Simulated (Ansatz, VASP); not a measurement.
One calculation of Mo, two programs

INCAR

```
SYSTEM = Mo
PREC = Accurate
ENCUT = 520
EDIFF = 1E-6
ISMEAR = -1
SIGMA = 0.1
LREAL = .FALSE.
LASPH = .TRUE.
NELM = 80
ALGO = Normal
ISIF = 2
LWAVE = .FALSE.
LCHARG = .TRUE.
GGA = PS
LELF = .TRUE.
LVHAR = .TRUE.
NBANDS = 21
```

KPOINTS

```
Automatic mesh
0
G
  11 11 11
  0 0 0
```

The input POSCAR:

```
Mo
1.0
    0.0000000000      2.9143815105      2.9143815105
    2.9143815105      0.0000000000      2.9143815105
    2.9143815105      2.9143815105      0.0000000000
Mo
2
Direct
    0.1250000000      0.1250000000      0.1250000000
    0.8750000000      0.8750000000      0.8750000000
```

Input for Ansatz:

```yaml
crystal:
  lattice:
    - [0.0, 2.9143815105, 2.9143815105]
    - [2.9143815105, 0.0, 2.9143815105]
    - [2.9143815105, 2.9143815105, 0.0]
  atoms:
    - { symbol: Mo, position: [0.125, 0.125, 0.125] }
    - { symbol: Mo, position: [0.875, 0.875, 0.875] }
hamiltonian:
  xc: pbesol
  pseudopotentials:
    kind: paw
    azcp:
      Mo: "pseudopotentials/Mo.paw.azcp"
basis:
  ecutwfc: 420
  fft_grid_basis: typed
kpoints:
  mp_grid: { grid: [11, 11, 11], shift: [0, 0, 0] }
magnetization:
  spin_polarized: false
scf:
  occupations: { method: fermi_dirac, width: 0.1 }
  lower_state_search: "off"
output:
  stress: true
```

Alike in both runs: task single point; functional PBEsol; k mesh 11 × 11 × 11; occupations fermi-dirac, width 0.1 eV; no spin polarisation.

|  | VASP | Ansatz |
| --- | --- | --- |
| version | VASP 6.6.1 | Ansatz 0.2.0 |
| potentials or method | VASP PAW PBE potentials, release 64 (Mo_sv), cutoff 520 eV | plane waves (420 eV) with PAW, scalar-relativistic |
| valence electrons in the cell | 28 | 28 |

```csv
,VASP,Ansatz,Ansatz less VASP
pressure (GPa),-10.3,-10.5,-0.21
```

VASP's potentials were made for PBE, not for PBEsol, and Ansatz warns of the same on its side. With one functional, cell and mesh, what is left measures potentials, basis and numerics.
